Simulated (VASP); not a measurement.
InPd: single point with PBEsol

The system is InPd.

```
In Pd
1.0
     3.36026    0.00000    0.00000
     0.00000    3.36026    0.00000
     0.00000    0.00000    3.01936
In Pd
1 1
Cartesian
  -0.0835 0.0000 0.0000
  1.7702 1.6801 1.5097
```

This cell differs from its parent crystal: atoms displaced along a vibrational mode, the cell strained.

* Program: VASP 6.6.1
* Task: single point
* Functional: PBEsol
* Potentials or basis: VASP PAW PBE potentials, release 64 (In_d, Pd)
* Cutoff: 520 eV
* k mesh: 14 × 14 × 14
* Occupations: gaussian, width 0.15 eV
* Spin: no spin polarisation

```
Pressure               : 2.8 GPa
Largest force          : 0.812 eV/Å
Band gap on the k mesh : zero (an odd number of electrons rules out a gap without spin polarisation)
```

Forces in eV/Å, atoms in the order of the input:
```
In   0.812  0.000  0.000
Pd  -0.812  0.000  0.000
```

Stress tensor (GPa, compression positive):
```
0.42 0.00 0.00
0.00 1.86 0.00
0.00 0.00 6.17
```

Levels at points of the mesh, in eV from the Fermi level:
```csv
k point,band 10,band 11,band 12,band 13,band 14,band 15
"(0.00, 0.00, 0.00)",-2.27,-2.27,3.19,3.33,6.35,8.51
"(0.50, 0.00, 0.00)",-2.96,-2.35,-1.53,8.38,9.12,9.82
"(0.00, 0.50, 0.00)",-2.98,-2.31,-1.59,7.82,9.35,9.92
"(0.50, 0.50, 0.00)",-2.58,-2.54,-2.04,1.05,1.73,11.29
"(0.00, 0.00, 0.50)",-3.61,-2.64,-0.46,8.73,9.60,9.83
"(0.50, 0.00, 0.50)",-2.50,-2.04,-1.69,1.70,2.96,8.98
"(0.00, 0.50, 0.50)",-2.43,-1.94,-1.72,1.71,2.99,9.07
"(0.50, 0.50, 0.50)",-1.57,0.07,3.12,3.50,3.83,4.28
```

Wall time 2.3 min on 1 thread of Intel(R) Xeon(R) 6975P-C (Granite Rapids), with other jobs on the host, peak memory 0.42 GiB.

Caveat: the cell differs from its parent crystal (atoms displaced along a vibrational mode, the cell strained); the PAW data sets were made with another functional, which shifts forces and pressure a little; spin-orbit coupling is left out, which moves the levels of the heavy elements.
